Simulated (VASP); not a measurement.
# BiB (rocksalt type) (Fm-3m) in VASP: a series of runs

The runs below take BiB (rocksalt type) through relaxation of cell and atoms, single point, with PBE.

Everything below comes from runs of VASP 6.6.1. Logs are shortened: lines on timing, memory, paths and dates and some standing lists are left out, and cuts for length are marked.

## Step 1: The cell of the first run

Symmetry: Fm-3m, No. 225, cubic system. Conventional cell: a = 4.823 Å, b = 4.823 Å, c = 4.823 Å, α = 90.00°, β = 90.00°, γ = 90.00°. B (site symmetry m-3m) has 6 Bi at 2.41 Å within 3.2 Å. Bi (site symmetry m-3m) has 6 B at 2.41 Å within 3.2 Å.

## Step 2: Relaxation of cell and atoms, PBE

INCAR reads:

```
SYSTEM = BiB
PREC = Accurate ; ENCUT = 600
EDIFF = 1E-6 ; ISMEAR = -1
SIGMA = 0.05 ; LREAL = .FALSE.
LASPH = .TRUE. ; NELM = 60
ALGO = Normal ; ISIF = 3
LWAVE = .FALSE. ; LCHARG = .FALSE.
GGA = PE ; IBRION = 2
NSW = 100 ; EDIFFG = -0.005
```

KPOINTS reads:

```
regular mesh
0
G
  12 12 12
  0 0 0
```

POSCAR reads:

```
BiB
1.0
    0.0000000000      2.4112715217      2.4112715217
    2.4112715217      0.0000000000      2.4112715217
    2.4112715217      2.4112715217      0.0000000000
B Bi
1 1
Direct
    0.0000000000      0.0000000000      0.0000000000
    0.5000000000      0.5000000000      0.5000000000
```

Potentials or basis: VASP PAW PBE potentials, release 64 (B, Bi_d).

The run is started by

```
$ cat potpaw_PBE.64/B/POTCAR potpaw_PBE.64/Bi_d/POTCAR > POTCAR
$ mpirun -np 1 vasp_std > vasp.out
```

OUTCAR:

```text
SYSTEM = BiB
   PREC = Accurate
   ENCUT = 600
   EDIFF = 1E-6
   ISMEAR = -1
   LREAL = .FALSE.
   LASPH = .TRUE.
   NELM = 60
   ISIF = 3
   GGA = PE
   IBRION = 2
   NSW = 100
   EDIFFG = -0.005

 ion  position               nearest neighbor table
   1  0.000  0.000  0.000-   2 2.41   2 2.41   2 2.41   2 2.41   2 2.41   2 2.41
   2  0.500  0.500  0.500-   1 2.41   1 2.41   1 2.41   1 2.41   1 2.41   1 2.41

  LATTYP: Found a face centered cubic cell.
 ALAT       =     4.8225430434

  Lattice vectors:

 A1 = (   0.0000000000,   2.4112715217,   2.4112715217)
 A2 = (   2.4112715217,   0.0000000000,   2.4112715217)
 A3 = (   2.4112715217,   2.4112715217,   0.0000000000)

Analysis of symmetry for initial positions (statically):
=====================================================================
 Subroutine PRICEL returns:
 Original cell was already a primitive cell.

 Routine SETGRP: Setting up the symmetry group for a
 face centered cubic supercell.

 Subroutine GETGRP returns: Found 48 space group operations
 (whereof 48 operations were pure point group operations)
 out of a pool of 48 trial point group operations.

The static configuration has the point symmetry O_h .

Analysis of symmetry for dynamics (positions and initial velocities):
=====================================================================
 Subroutine PRICEL returns:
 Original cell was already a primitive cell.

 Routine SETGRP: Setting up the symmetry group for a
 face centered cubic supercell.

 Subroutine GETGRP returns: Found 48 space group operations
 (whereof 48 operations were pure point group operations)
 out of a pool of 48 trial point group operations.

The dynamic configuration has the point symmetry O_h .

 Subroutine INISYM returns: Found 48 space group operations
 (whereof 48 operations are pure point group operations),
 and found     1 'primitive' translations

----------------------------------------------------------------------------------------

                                     Primitive cell

  volume of cell :      28.0394

  direct lattice vectors                    reciprocal lattice vectors
     0.000000000  2.411271522  2.411271522    -0.207359476  0.207359476  0.207359476
     2.411271522  0.000000000  2.411271522     0.207359476 -0.207359476  0.207359476
     2.411271522  2.411271522  0.000000000     0.207359476  0.207359476 -0.207359476

  length of vectors
     3.410052889  3.410052889  3.410052889     0.359157148  0.359157148  0.359157148

  position of ions in fractional coordinates (direct lattice)
     0.000000000  0.000000000  0.000000000
     0.500000000  0.500000000  0.500000000

  ion indices of the primitive-cell ions
   primitive index   ion index
                 1           1
                 2           2

----------------------------------------------------------------------------------------

 KPOINTS: regular mesh

Automatic generation of k-mesh.
 Grid dimensions read from file:
 generate k-points for:   12   12   12

 Generating k-lattice:

  Cartesian coordinates                     Fractional coordinates (reciprocal lattice)
    -0.017279956  0.017279956  0.017279956     0.083333333  0.000000000  0.000000000
     0.017279956 -0.017279956  0.017279956     0.000000000  0.083333333  0.000000000
     0.017279956  0.017279956 -0.017279956     0.000000000  0.000000000  0.083333333

  Length of vectors
     0.029929762  0.029929762  0.029929762

  Shift w.r.t. Gamma in fractional coordinates (k-lattice)
     0.000000000  0.000000000  0.000000000

 Subroutine IBZKPT returns following result:
 ===========================================

 Found     72 irreducible k-points:

 Following reciprocal coordinates:
            Coordinates               Weight
  0.000000  0.000000  0.000000      1.000000
  0.083333  0.000000  0.000000      8.000000
  0.166667  0.000000  0.000000      8.000000
  0.250000  0.000000  0.000000      8.000000
  0.333333  0.000000  0.000000      8.000000
  0.416667  0.000000  0.000000      8.000000
[... 16 lines left out ...]
  0.500000  0.166667  0.000000     24.000000
 -0.416667  0.166667  0.000000     24.000000
 [... further k-points ...]
   k-points           NKPTS =     72   k-points in BZ     NKDIM =     72   number of bands    NBANDS=     13
   number of dos      NEDOS =    301   number of ions     NIONS =      2
   total plane-waves  NPLWV =  21952
   dimension x,y,z NGX =    28 NGY =   28 NGZ =   28
   dimension x,y,z NGXF=    56 NGYF=   56 NGZF=   56
   ions per type =               1   1
   NGX,Y,Z   is equivalent  to a cutoff of  13.65, 13.65, 13.65 a.u.
   NGXF,Y,Z  is equivalent  to a cutoff of  27.30, 27.30, 27.30 a.u.
 SYSTEM =  BiB
   PREC   = accura    normal or accurate (medium, high low for compatibility)
   ISTART =      0    job   : 0-new  1-cont  2-samecut
   ICHARG =      2    charge: 1-file 2-atom 10-const
   ISPIN  =      1    spin polarized calculation?
   LNONCOLLINEAR =      F non collinear calculations
   LSORBIT =      F    spin-orbit coupling
   LASPH  =      T    aspherical Exc in radial PAW
   ENCUT  =  600.0 eV  44.10 Ry    6.64 a.u.   6.81  6.81  6.81*2*pi/ulx,y,z
   NELM   =     60;   NELMIN=  2; NELMDL= -5     # of ELM steps
   EDIFF  = 0.1E-05   stopping-criterion for ELM
   LREAL  =      F    real-space projection
   EDIFFG = -.5E-02   stopping-criterion for IOM
   NSW    =    100    number of steps for IOM
   IBRION =      2    ionic relax: 0-MD 1-quasi-New 2-CG
   NFREE  =      1    steps in history (QN), initial steepest desc. (CG)
   ISIF   =      3    stress and relaxation
   ISYM   =      2    0-nonsym 1-usesym 2-fastsym
   POTIM  = 0.5000    time-step for ionic-motion
   TEBEG  =    0.0;   TEEND  =   0.0 temperature during run
   PSTRESS=    0.0 pullay stress
   NELECT =      18.0000    total number of electrons
   NUPDOWN=      -1.0000    fix difference up-down
   EMIN   =  10.00;   EMAX   =-10.00  energy-range for DOS
   EFERMI =   0.00;   METHOD = LEGACY
   ISMEAR =    -1;   SIGMA  =   0.05  broadening in eV -4-tet -1-fermi 0-gaus
   EFERMI_NEDOS =   21; number of points for ismear=-14 and -15
   IALGO  =     38    algorithm
   IMIX   =      4    mixing-type and parameters
     AMIX     =   0.40;   BMIX     =  1.00
     AMIX_MAG =   1.60;   BMIX_MAG =  1.00
  volume/ion in A,a.u.               =      14.02        94.61
  Fermi-wavevector in a.u.,A,eV,Ry     =   1.412243  2.668753 27.135886  1.994431
  Thomas-Fermi vector in A             =   2.534012
   LORBIT       =      0    0 simple, 1 ext, 2 COOP (PROOUT), +10 PAW based schemes
   GGA     = PE    functional components
   LHFCALC =     F    Hartree Fock is set to
   AEXX    =    0.0000 exact exchange contribution
   IVDW    =     0    specifies the selected vdW correction
   LEPSILON=     F    determine dielectric tensor
   LRPA    =     F    only Hartree local field effects (RPA)
 conjugate gradient relaxation of ions
 non-spin polarized calculation
  energy-cutoff  :      600.00
  volume of cell :       28.04
 maximum number of plane-waves:       960
   NGX = 13   NGY = 13   NGZ = 13

--------------------------------------- Ionic step        1  -------------------------------------------

 number of electron      17.9999997 magnetization

 Free energy of the ion-electron system (eV)
  ---------------------------------------------------
  ext. energy  EPLUGINS =         0.00000000
  ---------------------------------------------------
  free energy    TOTEN  =        -7.33300527 eV

  energy without entropy =       -7.32485354  energy(sigma->0) =       -7.32892940

 E-fermi :  11.9528     XC(G=0): -12.2403

 val. band max:       11.9515803203   @ k =  -0.2500   0.2500   0.0000
 cond. band min:      11.9975522895   @ k =  -0.0833   0.0833   0.0000
 fundamental gap:      0.0459719693
 Fermi energy:        11.9527695194

 k-point     1 :       0.0000    0.0000    0.0000
  band No.  band energies     occupation
      1     -11.2886      2.00000
      2     -11.2886      2.00000
      3     -11.2886      2.00000
      4     -11.2162      2.00000
      5     -11.2162      2.00000
      6      -4.7013      2.00000
      7      11.5394      1.99949
      8      11.5394      1.99949
      9      11.5394      1.99949
     10      14.9311      0.00000
     11      20.0726      0.00000
     12      20.4658      0.00000
     13      20.4658      0.00000
[... 855 lines left out ...]
 POSITION                                       TOTAL-FORCE (eV/Angst)
 -----------------------------------------------------------------------------------
      0.00000      0.00000      0.00000        -0.000000     -0.000000      0.000000
      2.63932      2.63932      2.63932         0.000000      0.000000     -0.000000
 -----------------------------------------------------------------------------------
    total drift:                                0.000000      0.000000      0.000000

  FREE ENERGIE OF THE ION-ELECTRON SYSTEM (eV)
  ---------------------------------------------------
  free  energy   TOTEN  =        -8.1947748798 eV

  energy  without entropy=       -8.1863103629  energy(sigma->0) =       -8.19054262

[... ionic steps 4 to 16 ...]

--------------------------------------- Ionic step       17  -------------------------------------------

 number of electron      17.9999999 magnetization

------------------------ aborting loop because EDIFF is reached ----------------------------------------

  FORCE on cell =-STRESS in cart. coord.  units (eV):
  Direction    XX          YY          ZZ          XY          YZ          ZX
  --------------------------------------------------------------------------------------
  -------------------------------------------------------------------------------------
  Total       -0.0229000     -0.0229000     -0.0229000     -0.0000000      0.0000000     -0.0000000
  in kB       -0.9977374     -0.9977374     -0.9977374     -0.0000000      0.0000000     -0.0000000
  external PRESSURE =      -0.9977374 kB  Pullay stress =       0.0000000 kB

 VOLUME and BASIS-vectors are now :
 -----------------------------------------------------------------------------
  energy-cutoff  :      600.00
  volume of cell :       36.77
      direct lattice vectors                 reciprocal lattice vectors
    -0.000000000  2.639367941  2.639367941    -0.189439294  0.189439294  0.189439294
     2.639367941  0.000000000  2.639367941     0.189439294 -0.189439294  0.189439294
     2.639367941  2.639367941 -0.000000000     0.189439294  0.189439294 -0.189439294
[... 37 lines left out ...]
 POSITION                                       TOTAL-FORCE (eV/Angst)
 -----------------------------------------------------------------------------------
      0.00000      0.00000      0.00000        -0.000000     -0.000000      0.000000
      2.63868      2.63868      2.63868         0.000000      0.000000     -0.000000
 -----------------------------------------------------------------------------------
    total drift:                                0.000000      0.000000      0.000000

  FREE ENERGIE OF THE ION-ELECTRON SYSTEM (eV)
  ---------------------------------------------------
  free  energy   TOTEN  =        -8.1947819045 eV

  energy  without entropy=       -8.1863164460  energy(sigma->0) =       -8.19054918

--------------------------------------- Ionic step       19  -------------------------------------------

 number of electron      18.0000000 magnetization

 Free energy of the ion-electron system (eV)
  ---------------------------------------------------
  ext. energy  EPLUGINS =         0.00000000
  ---------------------------------------------------
  free energy    TOTEN  =        -8.19477891 eV

  energy without entropy =       -8.18631286  energy(sigma->0) =       -8.19054588

 E-fermi :   8.0872     XC(G=0): -10.9150

 val. band max:        8.0544690686   @ k =   0.0833   0.0000   0.0000
 cond. band min:       8.0984596853   @ k =   0.0000   0.0000   0.0000
 fundamental gap:      0.0439906167
 Fermi energy:         8.0871687245

 k-point     1 :       0.0000    0.0000    0.0000
  band No.  band energies     occupation
      1     -14.7301      2.00000
      2     -14.7301      2.00000
      3     -14.7301      2.00000
      4     -14.6980      2.00000
      5     -14.6980      2.00000
      6      -5.9942      2.00000
      7       8.0302      1.51489
      8       8.0302      1.51489
      9       8.0302      1.51489
     10       8.0985      0.88757
     11      14.6396      0.00000
     12      14.6396      0.00000
     13      14.6396      0.00000
[... 390 lines left out ...]
 POSITION                                       TOTAL-FORCE (eV/Angst)
 -----------------------------------------------------------------------------------
      0.00000      0.00000      0.00000        -0.000000     -0.000000     -0.000000
      2.63793      2.63793      2.63793         0.000000      0.000000      0.000000
 -----------------------------------------------------------------------------------
    total drift:                                0.000000      0.000000      0.000000

  FREE ENERGIE OF THE ION-ELECTRON SYSTEM (eV)
  ---------------------------------------------------
  free  energy   TOTEN  =        -8.1947789050 eV

  energy  without entropy=       -8.1863128564  energy(sigma->0) =       -8.19054588

 reached required accuracy - stopping structural energy minimisation
```

Run time: 2.7 min. Hardware: 1 thread of Intel Xeon Platinum 8488C (Sapphire Rapids), shared host; peak memory 0.18 GiB.

What came out:

| Item | Value |
| --- | --- |
| Free energy | -8.1948 eV |
| Relaxed volume | 18.36 Å³/atom |
| Relaxed cell | a = 3.731 Å, b = 3.731 Å, c = 3.731 Å, α = 60.00°, β = 60.00°, γ = 60.00° |
| Space group after relaxing (to 0.05 Å) | Fm-3m (No. 225) |
| Energy gained by relaxing | 430.9 meV/atom |
| Ionic steps | 19 |
| Pressure after relaxing | 0.0 GPa |
| Band gap on the k mesh | zero (band 9 reaches 9.25 eV, above the bottom of band 10 at 5.25 eV) |

Step by step:
| step | energy change (eV) | largest force (eV/Å) | pressure (GPa) | volume (Å³) |
| --- | --- | --- | --- | --- |
| 1 | 0.0000 | 0.0000 | 40.92 | 28.04 |
| 2 | -0.5191 | 0.0000 | -10.73 | 45.23 |
| 3 | -0.8618 | 0.0000 | -0.06 | 36.77 |
| 4 | -0.8616 | 0.0000 | 0.39 | 36.58 |
| 5 | -0.8616 | 0.0000 | 0.38 | 36.58 |
| 6 | -0.8616 | 0.0000 | 0.34 | 36.59 |
| 7 | -0.8616 | 0.0000 | 0.32 | 36.59 |
| 8 | -0.8616 | 0.0000 | 0.32 | 36.59 |
| 9 | -0.8616 | 0.0000 | 0.32 | 36.59 |
| 10 | -0.8616 | 0.0000 | 0.33 | 36.59 |
| 11 | -0.8616 | 0.0000 | 0.34 | 36.59 |
| 12 | -0.8616 | 0.0000 | 0.36 | 36.60 |
| 13 | -0.8617 | 0.0000 | 0.31 | 36.60 |
| 14 | -0.8617 | 0.0000 | 0.30 | 36.61 |
| 15 | -0.8617 | 0.0000 | 0.27 | 36.64 |
| 16 | -0.8618 | 0.0000 | 0.22 | 36.68 |
| 17 | -0.8618 | 0.0000 | -0.10 | 36.77 |
| 18 | -0.8618 | 0.0000 | -0.08 | 36.74 |
| 19 | -0.8618 | 0.0000 | -0.02 | 36.71 |

Final structure:
```
B Bi
1.0
     0.00000    2.63793    2.63793
     2.63793    0.00000    2.63793
     2.63793    2.63793    0.00000
B Bi
1 1
Direct
  0.00000 0.00000 0.00000
  0.50000 0.50000 0.50000
```

Levels at points of the mesh, in eV from the Fermi level:
| k point | band 7 | band 8 | band 9 | band 10 | band 11 | band 12 |
| --- | --- | --- | --- | --- | --- | --- |
| (0.00, 0.00, 0.00) | -0.06 | -0.06 | -0.06 | 0.01 | 6.55 | 6.55 |
| (0.50, 0.00, 0.00) | -8.27 | 1.06 | 1.06 | 1.88 | 1.88 | 2.81 |
| (0.50, 0.50, 0.00) | -6.07 | -4.06 | -2.84 | -2.84 | 4.06 | 8.40 |

Caveat: the volume moved by over 15 % at a fixed basis, so the end points are rough; spin-orbit coupling is left out, which moves the levels of the heavy elements.

## Step 3: Single point, PBE

This run uses another cell than the first one, of 18.36 Å³/atom, 1.310 times its volume.

INCAR reads:

```
  ALGO = Normal
  EDIFF = 1E-6
  ENCUT = 520
  GGA = PE
  ISIF = 2
  ISMEAR = -1
  LASPH = True
  LCHARG = False
  LREAL = False
  LWAVE = False
  NBANDS = 16
  NELM = 100
  PREC = Accurate
  SIGMA = 0.05
```

KPOINTS reads:

```
k-points
0
Gamma
  12 12 12
```

POSCAR reads:

```
BiB
1.0
    0.0000000000      2.6380753148      2.6380753148
    2.6380753148      0.0000000000      2.6380753148
    2.6380753148      2.6380753148      0.0000000000
B Bi
1 1
Direct
    0.0000000000      0.0000000000      0.0000000000
    0.5000000000      0.5000000000      0.5000000000
```

Potentials or basis: VASP PAW PBE potentials, release 64 (B, Bi_d).

The run is started by

```
$ cat potpaw_PBE.64/B/POTCAR potpaw_PBE.64/Bi_d/POTCAR > POTCAR
$ mpirun -np 1 vasp_std > vasp.out
```

Wall time 38 s (1 thread of AMD EPYC 7R13 (Zen 3), shared host); peak memory 0.15 GiB.

It converged, with:

| Quantity | Value |
| --- | --- |
| Free energy | -8.1986 eV |
| Pressure | 0.0 GPa |
| Band gap on the k mesh | zero (band 9 reaches 9.24 eV, above the bottom of band 10 at 5.24 eV) |

Levels at points of the mesh, in eV from the Fermi level:
| k point | band 5 | band 6 | band 7 | band 8 | band 9 | band 10 | band 11 | band 12 | band 13 | band 14 |
| --- | --- | --- | --- | --- | --- | --- | --- | --- | --- | --- |
| (0.00, 0.00, 0.00) | -22.79 | -14.08 | -0.06 | -0.06 | -0.06 | 0.01 | 6.55 | 6.55 | 6.55 | 8.43 |
| (0.50, 0.00, 0.00) | -22.74 | -11.30 | -8.27 | 1.06 | 1.06 | 1.88 | 1.88 | 2.81 | 2.82 | 10.66 |
| (0.50, 0.50, 0.00) | -22.72 | -10.39 | -6.07 | -4.06 | -2.84 | -2.84 | 4.06 | 8.40 | 8.40 | 9.13 |

Caveat: spin-orbit coupling is left out, which moves the levels of the heavy elements.
